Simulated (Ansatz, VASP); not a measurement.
**KF in VASP and in Ansatz**

```
K F
1.0
     2.86556    0.00000    0.00000
     0.00000    2.86556    0.00000
     0.00000    0.00000    2.86556
K F
1 1
Direct
  0.00000 0.00000 0.00000
  0.50000 0.50000 0.50000
```

Change from the starting cell: volume scaled by 0.68, LAPW.

Alike in both runs: task single point; functional PBE; k mesh 14 × 14 × 14; occupations fermi-dirac, width 0.05 eV; no spin polarisation.

|  | VASP | Ansatz |
| --- | --- | --- |
| version | VASP 6.6.1 | Ansatz 0.2.0 |
| potentials or method | VASP PAW PBE potentials, release 64 (K_sv, F), cutoff 520 eV | all-electron LAPW, scalar-relativistic |

Ansatz gave:

- gap on the k mesh at the Fermi level (eV): 8.43
- pressure (GPa): 32.5

Question: Estimate VASP's values.

Answer: gap on the k mesh at the Fermi level (eV): 8.41; pressure (GPa): 33.5.

Both programs put the cell under a high pressure, so it lies far from rest at this level. Ansatz ran all-electron here, and VASP with PAW potentials.
